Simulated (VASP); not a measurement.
Wanted: the native input for a VASP 6.6.1 run.

| Item | Value |
| --- | --- |
| Task | single point |
| Functional | PBEsol |
| Potentials or basis | VASP PAW PBE potentials, release 64 (Mg, F) |
| Cutoff | 520 eV |
| k mesh | 4 × 4 × 1 |
| Occupations | gaussian, width 0.1 eV |
| Spin | no spin polarisation |
| Dipole correction | no |
| Further INCAR settings | ALGO = Normal; EDIFF = 1e-06; NBANDS = 28 |

The structure of Mg12F lies in POSCAR:

```
Mg12F
1.0
    6.4200000000      0.0000000000      0.0000000000
    3.2100000000      5.5598830000      0.0000000000
    0.0000000000      0.0000000000     18.2130400000
Mg F
12 1
Direct
    0.0000000000      0.0000000000      0.0549057159
    0.5000000000      0.0000000000      0.0549057159
   -0.0000000450      0.5000000899      0.0549057159
    0.4999999550      0.5000000899      0.0549057159
   -0.1713099929      0.3292044095      0.1941226725
    0.3290685830      0.3290603417      0.1937112640
   -0.1707584104      0.8291127709      0.1936997887
    0.3278489809      0.8280967423      0.1936950668
   -0.0100624942     -0.0125896534      0.3380812319
    0.4900186970     -0.0108962725      0.3287252430
   -0.0114675830      0.4894656956      0.3372313463
    0.4889617035      0.4894737893      0.3381388829
    1.1596540165      0.6490900978      0.3865194388
```

These files were run (other wordings do the same):

INCAR

```
SYSTEM = Mg12F
PREC = Accurate ; ENCUT = 520
EDIFF = 1E-6 ; ISMEAR = 0
SIGMA = 0.1 ; LREAL = .FALSE.
LASPH = .TRUE. ; NELM = 100
ALGO = Normal ; ISIF = 2
LWAVE = .FALSE. ; LCHARG = .TRUE.
GGA = PS ; LELF = .TRUE.
LVHAR = .TRUE. ; NBANDS = 28
```

KPOINTS

```
regular mesh
0
G
  4 4 1
  0 0 0
```

Potentials or basis: VASP PAW PBE potentials, release 64 (Mg, F).

Run with:

```console
$ cat potpaw_PBE.64/Mg/POTCAR potpaw_PBE.64/F/POTCAR > POTCAR
$ mpirun -np 1 vasp_std > vasp.out
```

Results of the run:

- Largest force: 0.097 eV/Å
- Band gap on the k mesh: zero (an odd number of electrons rules out a gap without spin polarisation)

Caveat: there is no dipole correction, which matters where the two faces differ; the PAW data sets were made with another functional, which shifts forces and pressure a little.

Wall time 6.8 min on 1 thread of Oxide Virtual Turin-like Processor, on a shared host, peak memory 0.66 GiB.
